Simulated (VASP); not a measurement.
# Sn (I4_1/amd) in VASP: further runs, part 2 of 2

VASP 6.6.1. Earlier steps stand in the parts before.

## (3) Single point, LDA

File INCAR:

```
SYSTEM = Sn
PREC = Accurate ; ENCUT = 520
EDIFF = 1E-6 ; ISMEAR = 0
SIGMA = 0.1 ; LREAL = .False.
LASPH = .True. ; NELM = 100
ALGO = Normal ; ISIF = 2
LWAVE = .False. ; LCHARG = .False.
NBANDS = 21
```

File KPOINTS:

```
regular mesh
0
Gamma
  6 6 6
  0 0 0
```

File POSCAR:

```
Sn
1.0
   -2.9196440750      2.9196440750      1.5938000000
    2.9196440750     -2.9196440750      1.5938000000
    2.9196440750      2.9196440750     -1.5938000000
Sn
2
Direct
    0.0000000000      0.0000000000      0.0000000000
    0.7500000000      0.2500000000      0.5000000000
```

Potentials or basis: VASP PAW LDA potentials, release 64 (Sn_d).

Command:

```sh
$ cat potpaw_LDA.64/Sn_d/POTCAR > POTCAR
$ mpirun -np 1 vasp_std > vasp.out
```

OUTCAR:

```text
SYSTEM = Sn
   PREC = Accurate
   ENCUT = 520
   EDIFF = 1E-6
   ISMEAR = 0
   LREAL = .False.
   LASPH = .True.
   NELM = 100
   ISIF = 2

 ion  position               nearest neighbor table
   1  0.000  0.000  0.000-   2 3.03   2 3.03   2 3.03   2 3.03
   2  0.750  0.250  0.500-   1 3.03   1 3.03   1 3.03   1 3.03

  LATTYP: Found a body centered tetragonal cell.
 ALAT       =     5.8392881500
 C/A-ratio  =     0.5458884573

  Lattice vectors:

 A1 = (  -2.9196440750,   2.9196440750,   1.5938000000)
 A2 = (   2.9196440750,  -2.9196440750,   1.5938000000)
 A3 = (   2.9196440750,   2.9196440750,  -1.5938000000)

Analysis of symmetry for initial positions (statically):
=====================================================================
 Subroutine PRICEL returns:
 Original cell was already a primitive cell.

 Routine SETGRP: Setting up the symmetry group for a
 body centered tetragonal supercell.

 Subroutine GETGRP returns: Found 16 space group operations
 (whereof  8 operations were pure point group operations)
 out of a pool of 16 trial point group operations.

The static configuration has the point symmetry D_2d.
 The point group associated with its full space group is D_4h.

Analysis of symmetry for dynamics (positions and initial velocities):
=====================================================================
 Subroutine PRICEL returns:
 Original cell was already a primitive cell.

 Routine SETGRP: Setting up the symmetry group for a
 body centered tetragonal supercell.

 Subroutine GETGRP returns: Found 16 space group operations
 (whereof  8 operations were pure point group operations)
 out of a pool of 16 trial point group operations.

The dynamic configuration has the point symmetry D_2d.
 The point group associated with its full space group is D_4h.

 Subroutine INISYM returns: Found 16 space group operations
 (whereof  8 operations are pure point group operations),
 and found     1 'primitive' translations

----------------------------------------------------------------------------------------

                                     Primitive cell
[... 105 lines left out ...]
   EFERMI =   0.00;   METHOD = LEGACY
   ISMEAR =     0;   SIGMA  =   0.10  broadening in eV -4-tet -1-fermi 0-gaus
   EFERMI_NEDOS =   21; number of points for ismear=-14 and -15
   IALGO  =     38    algorithm
   IMIX   =      4    mixing-type and parameters
     AMIX     =   0.40;   BMIX     =  1.00
     AMIX_MAG =   1.60;   BMIX_MAG =  1.00
  volume/ion in A,a.u.               =      27.17       183.37
  Fermi-wavevector in a.u.,A,eV,Ry     =   1.312430  2.480134 23.435677  1.722474
  Thomas-Fermi vector in A             =   2.442823
   LORBIT       =      0    0 simple, 1 ext, 2 COOP (PROOUT), +10 PAW based schemes
   GGA     = CA    functional components
   LHFCALC =     F    Hartree Fock is set to
   AEXX    =    0.0000 exact exchange contribution
   IVDW    =     0    specifies the selected vdW correction
   LEPSILON=     F    determine dielectric tensor
   LRPA    =     F    only Hartree local field effects (RPA)
 non-spin polarized calculation
 Gauss-broadening in eV      SIGMA  =   0.10
  energy-cutoff  :      520.00
  volume of cell :       54.34
 maximum number of plane-waves:      1484
 NGX is ok and might be reduce to    36
   NGX = 17   NGY = 17   NGZ = 17

 number of electron      27.9999999 magnetization

 Free energy of the ion-electron system (eV)
  ---------------------------------------------------
  ext. energy  EPLUGINS =         0.00000000
  ---------------------------------------------------
  free energy    TOTEN  =        -8.95484988 eV

  energy without entropy =       -8.94834358  energy(sigma->0) =       -8.95159673

 E-fermi :   7.8281     XC(G=0): -10.5406

 val. band max:        7.8185537159   @ k =  -0.1667  -0.1667   0.1667
 cond. band min:       7.8495631835   @ k =  -0.1667   0.3333   0.1667
 fundamental gap:      0.0310094676
 Fermi energy:         7.8280742902

 k-point     1 :       0.0000    0.0000    0.0000
  band No.  band energies     occupation
      1     -13.8637      2.00000
      2     -13.7851      2.00000
      3     -13.7343      2.00000
      4     -13.7302      2.00000
      5     -13.5780      2.00000
      6     -13.5780      2.00000
[... 565 lines left out ...]
     20      16.8740      0.00000
     21      18.6296      0.00000

 [... further k-points ...]
[... 5 lines left out ...]
  --------------------------------------------------------------------------------------
  -------------------------------------------------------------------------------------
  Total       -0.5017484     -0.5017484     -1.0953688      0.0000000      0.0000000      0.0000000
  in kB      -14.7925471    -14.7925471    -32.2936642      0.0000000      0.0000000      0.0000000
  external PRESSURE =     -20.6262528 kB  Pullay stress =       0.0000000 kB

 VOLUME and BASIS-vectors are now :
 -----------------------------------------------------------------------------
  energy-cutoff  :      520.00
  volume of cell :       54.34
      direct lattice vectors                 reciprocal lattice vectors
    -2.919644075  2.919644075  1.593800000     0.000000000  0.171253751  0.313715648
     2.919644075 -2.919644075  1.593800000     0.171253751  0.000000000  0.313715648
     2.919644075  2.919644075 -1.593800000     0.171253751  0.171253751  0.000000000

 POSITION                                       TOTAL-FORCE (eV/Angst)
 -----------------------------------------------------------------------------------
      0.00000      0.00000      0.00000        -0.000000      0.000000      0.000000
      0.00000      2.91964      0.79690         0.000000     -0.000000     -0.000000
 -----------------------------------------------------------------------------------
    total drift:                               -0.000000      0.000000     -0.000000

  FREE ENERGIE OF THE ION-ELECTRON SYSTEM (eV)
  ---------------------------------------------------
  free  energy   TOTEN  =        -8.9548498826 eV

  energy  without entropy=       -8.9483435771  energy(sigma->0) =       -8.95159673
```

stdout:

```text
POSCAR found type information on POSCAR Sn
 POSCAR found :  1 types and       2 ions
 scaLAPACK will be used
 LDA part: xc-table for (Slater(with rela. corr.)+CA(PZ))
 , standard interpolation
 POSCAR, INCAR and KPOINTS ok, starting setup
 FFT: planning ... GRIDC
 FFT: planning ... GRID_SOFT
 FFT: planning ... GRID
 WAVECAR not read
 entering main loop
```

Wall time 36 s (1 thread of AMD EPYC 7R43 (Zen 3), shared host); peak memory 0.15 GiB.

Results:

* Free energy: -8.9548 eV
* Pressure: -2.1 GPa
* Band gap on the k mesh: zero (band 14 reaches 8.71 eV, above the bottom of band 15 at 4.89 eV)

Caveat: the k points lie up to 0.37 Å⁻¹ apart; spin-orbit coupling is left out, which moves the levels of the heavy elements.

## (4) Single point, LDA

This run uses another cell than the first one, of 26.22 Å³/atom, 0.965 times its volume.

File INCAR:

```
SYSTEM = Sn
ALGO     = Fast           ! electronic algorithm
EDIFF    = 1E-6           ! SCF threshold, eV
ENCUT    = 520            ! plane-wave cutoff, eV
ISIF     = 2              ! what is computed and relaxed
ISMEAR   = -1             ! smearing method
LASPH    = .TRUE.         ! aspherical terms in the spheres
LCHARG   = .FALSE.        ! write CHGCAR
LREAL    = .FALSE.        ! projectors in reciprocal space
LWAVE    = .FALSE.        ! write WAVECAR
NBANDS   = 21             ! bands
NELM     = 100            ! most SCF steps
PREC     = Accurate       ! precision mode
SIGMA    = 0.15           ! smearing width, eV
```

File KPOINTS:

```
k-points
0
G
  16 16 16
  0 0 0
```

File POSCAR:

```
Sn
1.0
   -2.8978176264      2.8978176264      1.5610720771
    2.8978176264     -2.8978176264      1.5610720771
    2.8978176264      2.8978176264     -1.5610720771
Sn
2
Direct
    0.0000000000      0.0000000000      0.0000000000
    0.7500000000      0.2500000000      0.5000000000
```

Command:

```sh
$ cat potpaw_LDA.64/Sn_d/POTCAR > POTCAR
$ mpirun -np 1 vasp_std > vasp.out
```

Run time: 8.2 min. Hardware: 1 thread of Intel Xeon Platinum 8259CL at 2.50GHz (Skylake/Cascade Lake), shared host; peak memory 0.4 GiB.

Results (log left out):

| Quantity | Value |
| --- | --- |
| Free energy | -9.0148 eV |
| Pressure | 0.0 GPa |
| Band gap on the k mesh | zero (band 14 reaches 9.77 eV, above the bottom of band 15 at 5.38 eV) |

Levels at points of the mesh, in eV from the Fermi level:
| k point | band 12 | band 13 | band 14 | band 15 | band 16 | band 17 |
| --- | --- | --- | --- | --- | --- | --- |
| (0.00, 0.00, 0.00) | -3.73 | -2.10 | -2.10 | 2.99 | 6.24 | 6.24 |
| (0.50, 0.00, 0.00) | -5.48 | -2.34 | -1.81 | -1.14 | 2.31 | 2.89 |
| (0.50, 0.50, 0.00) | -9.12 | 0.54 | 0.54 | 1.55 | 1.55 | 6.30 |
| (0.50, 0.50, 0.50) | -7.73 | -4.98 | -4.98 | 5.36 | 5.36 | 9.46 |

Caveat: spin-orbit coupling is left out, which moves the levels of the heavy elements.

## (5) Summary

```csv
task,cell,k mesh,cutoff (eV),smearing,gap on the mesh (eV),pressure (GPa)
relaxation of cell and atoms,"relaxed from a = 4.426 Å, angles 97.5, 97.5, 137.8°, 2 atoms",16 × 16 × 16,600,gaussian 0.1 eV,none,0.0
single point,"a = 4.426 Å, angles 97.5, 97.5, 137.8°, 2 atoms",6 × 6 × 6,520,gaussian 0.1 eV,none,-2.1
single point,"a = 4.385 Å, angles 97.3, 97.3, 138.3°, 2 atoms",16 × 16 × 16,520,fermi-dirac 0.15 eV,none,0.0
```

Alike in all rows: level LDA; potentials or basis VASP PAW LDA potentials, release 64 (Sn_d); no spin polarisation.

Caveats: some runs use coarse meshes; spin-orbit coupling is left out, which moves the levels of the heavy elements.

Total energies depend on the potentials used, so only differences within one code and one set of settings carry meaning.
